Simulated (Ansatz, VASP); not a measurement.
AlSi23HO48 in VASP and in Ansatz

```xyz
73
Lattice="9.8316 0.0000 0.0000 -4.9158 8.5144 0.0000 0.0000 0.0000 10.8182" Properties=species:S:1:pos:R:3 pbc="T T T"
Si    2.6616    0.0013    1.7334
Si   -1.3158    2.3319    3.6485
Si    1.0757    1.9814    0.0114
Si   -2.2801    8.4833    7.1571
Si    8.4804    2.2949    9.0565
Si    1.1840    1.9078    5.3723
Si    0.1708    4.2744    1.8270
Si   -3.7419    6.5595    3.6051
Si   -1.3104    6.1991   10.7670
Si    6.0491    6.5226    8.9967
Si   -1.2784    6.2627    5.3795
Si    7.5117    0.0850    1.7936
Si    3.6107    2.2395    3.5506
Si    5.9936    2.0005   10.8002
Si    7.5557    0.0243    7.2006
Si    3.4920    2.2910    8.9783
Si    6.0371    1.9890    5.4152
Si    5.0909    4.2734    1.8303
Si    1.1251    6.5805    3.5786
Si    3.6584    6.3403    0.0698
Si    4.9862    4.2626    7.1848
Si    1.2159    6.5575    9.0878
Si    3.6056    6.3014    5.3580
O    -0.3316    1.7153    4.7858
O     1.0970    3.0956    1.1999
O    -0.7531    3.7300    3.0467
O     1.6747    0.5856    0.5796
O     2.1104    2.4131    4.1232
O     3.6301    1.1616    2.3280
O    -0.4247    1.7109   10.2782
O     1.2587    2.9470    6.5864
O    -0.8094    3.6913    8.5166
O     1.7090    0.4581    5.9140
O     2.0145    2.5218    9.6050
O     3.5218    1.1729    7.8051
O    -2.8044    6.0760    4.8337
O    -1.3005    7.3835    1.0621
O    -3.1811    7.9209    2.9274
O    -0.7949    4.8318    0.6387
O    -0.3697    6.8422    4.1446
O     1.1307    5.4552    2.3976
O    -2.8023    5.9803   10.1767
O    -1.2576    7.3575    6.5995
O    -3.2283    7.8951    8.3469
O    -0.7038    4.8848    5.9217
O    -0.3286    6.6307    9.5224
O     1.4244    5.2848    7.9719
O     4.5908    1.7116    4.7394
O     5.9985    3.0990    1.1810
O     4.1239    3.6774    2.9916
O     6.5261    0.5866    0.5903
O     7.0505    2.6018    4.3016
O     8.4016    1.2894    2.4026
O     4.5026    1.8350   10.1683
O     5.8949    3.0387    6.6542
O     3.8941    3.7513    8.3183
O     6.6075    0.5916    6.0106
O     6.9598    2.4920    9.6022
O     8.4783    1.1712    7.8600
O     2.1061    6.0823    4.7823
O     3.6300    7.4804    1.2177
O     1.6727    7.9824    2.9749
O     4.1639    4.9234    0.6594
O     4.5850    6.8234    4.1720
O     6.0692    5.4003    2.4593
O     2.1453    6.1124   10.3250
O     3.5895    7.3691    6.5916
O     1.6630    7.9163    8.3604
O     4.1180    4.8784    5.9586
O     4.5827    6.8148    9.6384
O     5.9452    5.3786    7.8495
Al    0.1692    4.1347    7.1783
H     2.3037    4.7647    8.1035
```

Alike in both runs: task single point; functional PBE; k mesh 1 × 1 × 1; occupations gaussian, width 0.02 eV; no spin polarisation.

```csv
,VASP,Ansatz
version,VASP 6.6.1,Ansatz 0.2.0
potentials or method,"VASP PAW PBE potentials, release 64 (Si, O, Al, H)","scalar-relativistic, plane waves, PAW"
plane-wave cutoff (eV),520,420
valence electrons in the cell,384,384
```

```csv
,VASP,Ansatz,Ansatz less VASP
gap on the k mesh at the Fermi level (eV),5.37,5.37,+0.004
least direct gap on the mesh (eV),5.37,5.37,+0.004
```
